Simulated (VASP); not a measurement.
# HPt6 in VASP: notebook

The runs below take HPt6 through single point, with PBE.

All numbers are computed with VASP 6.6.1; they aren't measurements. Logs are shortened: lines on timing, memory, paths and dates and some standing lists are left out, and cuts for length are marked.

## 1. The cell of the first run

The cell holds a slab with vacuum, 14 atoms: a = 5.614 Å, b = 5.614 Å, c = 21.851 Å, α = 90.00°, β = 90.00°, γ = 90.00°.

## 2. Single point, PBE

Contents of INCAR:

```
PREC = Accurate ; ENCUT = 520
EDIFF = 1E-6 ; ISMEAR = 0
SIGMA = 0.1 ; LREAL = F
LASPH = T ; NELM = 60
ALGO = Normal ; ISIF = 2
LWAVE = F ; LCHARG = F
LDIPOL = T ; IDIPOL = 3
DIPOL = 0.5 0.5 0.289 ; GGA = PE
NBANDS = 74
```

Contents of KPOINTS:

```
Automatic mesh
0
Gamma
  5 5 1
```

Contents of POSCAR:

```
HPt6
1.0
    5.6143281343      0.0000000000      0.0000000000
    0.0000000000      5.6143281343      0.0000000000
    0.0000000000      0.0000000000     21.8513792319
Pt H
12 2
Direct
    0.2500000000      0.2500000000      0.1830548066
    0.2500000000      0.7500000000      0.1830548066
    0.7500000000      0.2500000000      0.1830548066
    0.7500000000      0.7500000000      0.1830548066
    0.0000000000      0.0000000000      0.2712126041
    0.0000000000      0.5000000000      0.2712126041
    0.5000000000      0.0000000000      0.2712126041
    0.5000000000      0.5000000000      0.2712126041
    0.2500000000      0.2500000000      0.3593081768
    0.2500000000      0.7500000000      0.3593081768
    0.7500000000      0.2500000000      0.3593081768
    0.7500000000      0.7500000000      0.3593081768
   -0.2360033059      0.0000000000      0.3945462271
    0.2360033059      0.0000000000      0.3945462271
```

Potentials or basis: VASP PAW PBE potentials, release 64 (Pt, H).

The run is started by

```console
> cat potpaw_PBE.64/Pt/POTCAR potpaw_PBE.64/H/POTCAR > POTCAR
> mpirun -np 1 vasp_std > vasp.out
```

OUTCAR:

```text
PREC = Accurate
   ENCUT = 520
   EDIFF = 1E-6
   ISMEAR = 0
   LREAL = F
   LASPH = T
   NELM = 60
   ISIF = 2
   GGA = PE

 ion  position               nearest neighbor table
   1  0.250  0.250  0.183-   5 2.77   6 2.77   7 2.77   8 2.77   2 2.81   3 2.81   2 2.81   3 2.81

   2  0.250  0.750  0.183-   5 2.77   6 2.77   7 2.77   8 2.77   1 2.81   4 2.81   1 2.81   4 2.81

   3  0.750  0.250  0.183-   5 2.77   6 2.77   7 2.77   8 2.77   1 2.81   4 2.81   4 2.81   1 2.81
[... 4 lines left out ...]
                             6 2.81   7 2.81   6 2.81   7 2.81
   6  0.000  0.500  0.271-   9 2.77  10 2.77  11 2.77  12 2.77   1 2.77   2 2.77   3 2.77   4 2.77
                             5 2.81   8 2.81   5 2.81   8 2.81
   7  0.500  0.000  0.271-   9 2.77  10 2.77  11 2.77  12 2.77   1 2.77   2 2.77   3 2.77   4 2.77
                             5 2.81   8 2.81   8 2.81   5 2.81
   8  0.500  0.500  0.271-   9 2.77  10 2.77  11 2.77  12 2.77   1 2.77   2 2.77   3 2.77   4 2.77
                             6 2.81   7 2.81   7 2.81   6 2.81
   9  0.250  0.250  0.359-  14 1.60   6 2.77   7 2.77   8 2.77   5 2.77  11 2.81  10 2.81  10 2.81
                            11 2.81
  10  0.250  0.750  0.359-  14 1.60   6 2.77   7 2.77   8 2.77   5 2.77  12 2.81   9 2.81   9 2.81
                            12 2.81
  11  0.750  0.250  0.359-  13 1.60   6 2.77   7 2.77   8 2.77   5 2.77  12 2.81   9 2.81  12 2.81
                             9 2.81
  12  0.750  0.750  0.359-  13 1.60   6 2.77   7 2.77   8 2.77   5 2.77  11 2.81  10 2.81  11 2.81
                            10 2.81
  13  0.764  0.000  0.395-  11 1.60  12 1.60
  14  0.236  0.000  0.395-   9 1.60  10 1.60

  LATTYP: Found a simple tetragonal cell.
 ALAT       =     5.6143281343
 C/A-ratio  =     3.8920737636

  Lattice vectors:

 A1 = (   5.6143281343,   0.0000000000,   0.0000000000)
 A2 = (   0.0000000000,   5.6143281343,   0.0000000000)
 A3 = (   0.0000000000,   0.0000000000,  21.8513792319)

Analysis of symmetry for initial positions (statically):
=====================================================================
 Subroutine PRICEL returns:
 Original cell was already a primitive cell.

 Routine SETGRP: Setting up the symmetry group for a
 simple tetragonal supercell.

 Subroutine GETGRP returns: Found  4 space group operations
 (whereof  4 operations were pure point group operations)
 out of a pool of 16 trial point group operations.

The static configuration has the point symmetry C_2v.

Analysis of symmetry for dynamics (positions and initial velocities):
=====================================================================
[... 143 lines left out ...]
   GGA     = PE    functional components
   LHFCALC =     F    Hartree Fock is set to
   AEXX    =    0.0000 exact exchange contribution
   IVDW    =     0    specifies the selected vdW correction
   LEPSILON=     F    determine dielectric tensor
   LRPA    =     F    only Hartree local field effects (RPA)
 non-spin polarized calculation
 Gauss-broadening in eV      SIGMA  =   0.10
  energy-cutoff  :      520.00
  volume of cell :      688.77
 maximum number of plane-waves:     18583
 NGX is ok and might be reduce to    42
   NGX = 21   NGY = 21   NGZ = 81

 dipolmoment           0.000000      0.000000      0.000854 electrons x Angstroem

 number of electron     122.0000010 magnetization

 dipolmoment           0.000000      0.000000     -0.003336 electrons x Angstroem

 Free energy of the ion-electron system (eV)
  ---------------------------------------------------
  ext. energy  EPLUGINS =         0.00000000
  ---------------------------------------------------
  free energy    TOTEN  =       -73.28929230 eV

  energy without entropy =      -73.15073655  energy(sigma->0) =      -73.22001442

 E-fermi :  -1.1912     XC(G=0):  -4.4924

 val. band max:       -1.1927828158   @ k =   0.0000   0.4000   0.0000
 cond. band min:      -1.1728161032   @ k =   0.0000   0.0000   0.0000
 fundamental gap:      0.0199667126
 Fermi energy:        -1.1912202739

 k-point     1 :       0.0000    0.0000    0.0000
  band No.  band energies     occupation
      1     -10.5336      2.00000
      2      -9.0615      2.00000
      3      -9.0044      2.00000
      4      -7.7002      2.00000
      5      -7.6522      2.00000
      6      -7.4224      2.00000
[... 673 lines left out ...]
     72       2.9217      0.00000
     73       4.0385      0.00000
 [bands above 73 left out]

------------------------ aborting loop because EDIFF is reached ----------------------------------------

 vacuum level on the upper side and lower side of the slab       (xc-potential included)        -0.129        -0.111

  FORCE on cell =-STRESS in cart. coord.  units (eV):
  Direction    XX          YY          ZZ          XY          YZ          ZX
  --------------------------------------------------------------------------------------
  -------------------------------------------------------------------------------------
  Total       -9.0970217     -1.1229161      6.8616831      0.0000000      0.0000000      0.0000000
  in kB      -21.1609605     -2.6120619     15.9612463      0.0000000      0.0000000      0.0000000
  external PRESSURE =      -2.6039254 kB  Pullay stress =       0.0000000 kB

 VOLUME and BASIS-vectors are now :
 -----------------------------------------------------------------------------
  energy-cutoff  :      520.00
  volume of cell :      688.77
      direct lattice vectors                 reciprocal lattice vectors
     5.614328134  0.000000000  0.000000000     0.178115703  0.000000000  0.000000000
     0.000000000  5.614328134  0.000000000     0.000000000  0.178115703  0.000000000
     0.000000000  0.000000000 21.851379232     0.000000000  0.000000000  0.045763702

 POSITION                                       TOTAL-FORCE (eV/Angst)
 -----------------------------------------------------------------------------------
      1.40358      1.40358      4.00000        -0.008420      0.096473     -0.053155
      1.40358      4.21075      4.00000        -0.008420     -0.096473     -0.053155
      4.21075      1.40358      4.00000         0.008420      0.096473     -0.053155
      4.21075      4.21075      4.00000         0.008420     -0.096473     -0.053155
      0.00000      0.00000      5.92637        -0.000000     -0.000000     -0.643502
      0.00000      2.80716      5.92637        -0.000000     -0.000000     -0.187771
      2.80716      0.00000      5.92637        -0.000000     -0.000000     -0.598733
      2.80716      2.80716      5.92637        -0.000000     -0.000000     -0.144417
      1.40358      1.40358      7.85138         0.081407      1.830999     -0.591355
      1.40358      4.21075      7.85138         0.081407     -1.830999     -0.591355
      4.21075      1.40358      7.85138        -0.081407      1.830999     -0.591355
      4.21075      4.21075      7.85138        -0.081407     -1.830999     -0.591355
      4.28933      0.00000      8.62138         0.114627     -0.000000      2.076231
      1.32500      0.00000      8.62138        -0.114627     -0.000000      2.076231
 -----------------------------------------------------------------------------------
    total drift:                                0.000000      0.000000     -0.000219

  FREE ENERGIE OF THE ION-ELECTRON SYSTEM (eV)
  ---------------------------------------------------
  free  energy   TOTEN  =       -73.2892922997 eV

  energy  without entropy=      -73.1507365454  energy(sigma->0) =      -73.22001442

 vacuum level on the upper side and lower side of the slab         4.358         4.374
```

stdout:

```text
POSCAR found type information on POSCAR PtH
 POSCAR found :  2 types and      14 ions
 scaLAPACK will be used
 LDA part: xc-table for (Slater+PW92), standard interpolation
 POSCAR, INCAR and KPOINTS ok, starting setup
 FFT: planning ... GRIDC
 FFT: planning ... GRID_SOFT
 FFT: planning ... GRID
 WAVECAR not read
 entering main loop
```

It took 20 min on 1 thread of Intel Xeon Platinum 8259CL at 2.50GHz (Skylake/Cascade Lake), shared host; peak memory 0.8 GiB.

What came out:

| Item | Value |
| --- | --- |
| Free energy | -73.2893 eV |
| Largest force | 2.079 eV/Å |
| Band gap on the k mesh | zero (bands 61 and 62 overlap by 0.40 eV) |

Forces in eV/Å, atoms in the order of the input:
```
Pt  -0.008  0.096 -0.053
Pt  -0.008 -0.096 -0.053
Pt   0.008  0.096 -0.053
Pt   0.008 -0.096 -0.053
Pt   0.000  0.000 -0.644
Pt   0.000  0.000 -0.188
Pt   0.000  0.000 -0.599
Pt   0.000  0.000 -0.144
Pt   0.081  1.831 -0.591
Pt   0.081 -1.831 -0.591
Pt  -0.081  1.831 -0.591
Pt  -0.081 -1.831 -0.591
H    0.115  0.000  2.076
H   -0.115  0.000  2.076
```

Caveat: spin-orbit coupling is left out, which moves the levels of the heavy elements.

## 3. Single point, PBE

Contents of INCAR:

```
SYSTEM = HPt6
PREC     = Accurate       ! precision mode
ENCUT    = 520            ! plane-wave cutoff, eV
EDIFF    = 1E-6           ! SCF threshold, eV
ISMEAR   = 0              ! smearing method
SIGMA    = 0.1            ! smearing width, eV
LREAL    = .False.        ! projectors in reciprocal space
LASPH    = .True.         ! aspherical terms in the spheres
NELM     = 100            ! most SCF steps
ALGO     = Normal         ! electronic algorithm
ISIF     = 2              ! what is computed and relaxed
LWAVE    = .False.        ! write WAVECAR
LCHARG   = .True.         ! write CHGCAR
LDIPOL   = .True.       
IDIPOL   = 3            
DIPOL    = 0.5 0.5 0.291
GGA      = PE             ! functional
LELF     = .True.         ! ELF
LVHAR    = .True.       
LVACPOTAV= .True.       
NBANDS   = 74             ! bands
```

Contents of KPOINTS:

```
regular mesh
0
Gamma
  5 5 1
  0 0 0
```

Edit POSCAR of step 2 so:

```diff
@@ -20,3 +20,3 @@
     0.7500000000      0.7500000000      0.3593081768
-   -0.2360033059      0.0000000000      0.3945462271
-    0.2360033059      0.0000000000      0.3945462271
+   -0.0818441653      0.0000000000      0.4091906116
+    0.0818441653      0.0000000000      0.4091906116
```

Potentials or basis: VASP PAW PBE potentials, release 64 (Pt, H).

The run is started by

```console
> cat potpaw_PBE.64/Pt/POTCAR potpaw_PBE.64/H/POTCAR > POTCAR
> mpirun -np 1 vasp_std > vasp.out
```

Run time: 13 min. Hardware: 1 thread of Intel Xeon 6975P-C (Granite Rapids), shared host; peak memory 0.78 GiB.

It converged, with:

```yaml
Free_energy: -72.5707 eV
Largest_force: 1.620 eV/Å
Band_gap_on_the_k_mesh: zero (bands 61 and 62 overlap by 0.19 eV)
```

Forces on the atoms (eV/Å):
```
Pt   0.014  0.038 -0.044
Pt   0.014 -0.038 -0.044
Pt  -0.014  0.038 -0.044
Pt  -0.014 -0.038 -0.044
Pt   0.000  0.000 -0.526
Pt   0.000  0.000 -0.330
Pt   0.000  0.000 -0.350
Pt   0.000  0.000  0.310
Pt   0.083  0.079  0.360
Pt   0.083 -0.079  0.360
Pt  -0.083  0.079  0.360
Pt  -0.083 -0.079  0.360
H   -1.609  0.000 -0.185
H    1.609  0.000 -0.185
```

Levels at points of the mesh, in eV from the Fermi level:
```csv
k point,band 57,band 58,band 59,band 60,band 61,band 62,band 63,band 64,band 65,band 66
"(0.00, 0.00, 0.00)",0.00,0.05,0.08,0.08,0.11,0.35,0.70,0.71,0.86,1.39
```

Caveat: spin-orbit coupling is left out, which moves the levels of the heavy elements.

## 4. Single point, PBE

Contents of INCAR:

```
PREC = Accurate
ENCUT = 520
EDIFF = 1E-6
ISMEAR = 0
SIGMA = 0.1
LREAL = False
LASPH = True
NELM = 100
ALGO = Normal
ISIF = 2
LWAVE = False
LCHARG = True
LDIPOL = True
IDIPOL = 3
DIPOL = 0.5 0.5 0.295
GGA = PE
LELF = True
LVHAR = True
LVACPOTAV = True
NBANDS = 74
```

Contents of KPOINTS:

```
regular mesh
0
Gamma
  5 5 1
```

Edit POSCAR of step 3 so:

```diff
@@ -20,3 +20,3 @@
     0.7500000000      0.7500000000      0.3593081768
-   -0.0818441653      0.0000000000      0.4091906116
-    0.0818441653      0.0000000000      0.4091906116
+   -0.0818441653      0.0000000000      0.4384793806
+    0.0818441653      0.0000000000      0.4384793806
```

The run is started by

```console
> cat potpaw_PBE.64/Pt/POTCAR potpaw_PBE.64/H/POTCAR > POTCAR
> mpirun -np 1 vasp_std > vasp.out
```

It took 17 min on 1 thread of Intel Xeon 6975P-C (Granite Rapids), shared host; peak memory 0.81 GiB.

The run converged. Its results:

| Item | Value |
| --- | --- |
| Free energy | -72.2625 eV |
| Largest force | 1.604 eV/Å |
| Band gap on the k mesh | zero (bands 61 and 62 overlap by 0.20 eV) |

Forces in eV/Å, atoms in the order of the input:
```
Pt   0.019  0.029  0.006
Pt   0.019 -0.029  0.006
Pt  -0.019  0.029  0.006
Pt  -0.019 -0.029  0.006
Pt   0.000  0.000 -0.140
Pt   0.000  0.000 -0.044
Pt   0.000  0.000 -0.074
Pt   0.000  0.000 -0.199
Pt   0.040  0.029  0.140
Pt   0.040 -0.029  0.140
Pt  -0.040  0.029  0.140
Pt  -0.040 -0.029  0.140
H    1.602  0.000 -0.063
H   -1.602  0.000 -0.063
```

Levels at points of the mesh, in eV from the Fermi level:
| k point | band 59 | band 60 | band 61 | band 62 | band 63 | band 64 |
| --- | --- | --- | --- | --- | --- | --- |
| (0.00, 0.00, 0.00) | 0.12 | 0.12 | 0.18 | 0.35 | 0.75 | 0.80 |

Caveat: spin-orbit coupling is left out, which moves the levels of the heavy elements.

## 5. Overview

| cell | gap on the mesh (eV) | largest force (eV/Å) |
| --- | --- | --- |
| as given, atomic positions A | none | 2.08 |
| as given, atomic positions B | none | 1.62 |
| as given, atomic positions C | none | 1.60 |

Alike in all rows: task single point; level PBE; potentials or basis VASP PAW PBE potentials, release 64 (Pt, H); no spin polarisation; k mesh 5 × 5 × 1; cutoff (eV) 520; smearing gaussian 0.1 eV.

Caveats: spin-orbit coupling is left out, which moves the levels of the heavy elements.

Total energies depend on the potentials used, so only differences within one code and one set of settings carry meaning.
